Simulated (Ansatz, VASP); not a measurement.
# Sb: VASP beside Ansatz

```
Sb
1.0
     2.17060    1.25320    3.87109
    -2.17060    1.25320    3.87109
     0.00000   -2.50640    3.87109
Sb
2
Direct
  0.23130 0.23130 0.23130
  0.76870 0.76870 0.76870
```

Alike in both runs: functional r2SCAN; k mesh 9 × 9 × 9; occupations fermi-dirac, width 0.1 eV; no spin polarisation.

Ansatz relaxed the structure, and its values are those at the end. VASP's run is a single point on that final structure, the one shown.

```csv
,VASP,Ansatz
version,VASP 6.6.1,Ansatz 0.2.0
potentials or method,"VASP PAW PBE potentials, release 64 (Sb), cutoff 520 eV","plane waves (500 eV) with PAW, scalar-relativistic"
valence electrons in the cell,10,30
```

Ansatz gave:

- pressure (GPa): 0.0
- rms of the force components (eV/Å): 0.000

Problem. Estimate VASP's values.

Solution. Pressure (GPa): 0.1; rms of the force components (eV/Å): 0.031.

VASP's potentials were made for PBE, not for r2SCAN. The functional is the same, so the differences come from potentials, cutoffs and numerics. VASP's potentials hold 10 valence electrons a cell and Ansatz's 30, so a difference there can come from the potentials and not from the codes.

Neither program's run includes spin-orbit coupling.
